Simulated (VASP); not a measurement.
A run of VASP 6.6.1 is set up as follows.

Contents of INCAR:

```
SYSTEM = BC7
PREC = Accurate
ENCUT = 910
EDIFF = 1E-6
ISMEAR = 0
SIGMA = 0.1
LREAL = .False.
LASPH = .True.
NELM = 120
ALGO = Normal
ISIF = 2
LWAVE = .False.
LCHARG = .False.
GGA = PS
NBANDS = 26
GGA_COMPAT = .False.
```

Contents of KPOINTS:

```
Automatic mesh
0
Gamma
  10 10 10
  0 0 0
```

Contents of POSCAR:

```
BC7
1.0
    3.6009608368      0.0000000000      0.0000000000
    0.0000000000      3.6009608368      0.0000000000
    0.0000000000      0.0000000000      3.6009608368
B C
1 7
Direct
    0.0000000000      0.0000000000      0.0000000000
    0.0000000000      0.5000000000      0.5000000000
    0.5000000000      0.5000000000      0.0000000000
    0.5000000000      0.0000000000      0.5000000000
    0.7450397233      0.7450397233      0.2549602767
    0.7450397233      0.2549602767      0.7450397233
    0.2549602767      0.7450397233      0.7450397233
    0.2549602767      0.2549602767      0.2549602767
```

Potentials or basis: VASP PAW PBE potentials, release 64 (B_h, C_h).

The run is started by

```console
$ cat potpaw_PBE.64/B_h/POTCAR potpaw_PBE.64/C_h/POTCAR > POTCAR
$ mpirun -np 1 vasp_std > vasp.out
```

(1) Estimate the pressure.

(2) What does it give for the band gap on the k mesh?

Answers

(1) 0.0 GPa.

(2) zero (an odd number of electrons rules out a gap without spin polarisation).

Caveat: the cutoff is under 1.25 times the usual one of these potentials, so pressure, stress and relaxed cells hold a basis-set (Pulay) error; the PAW data sets were made with another functional, which shifts forces and pressure a little.
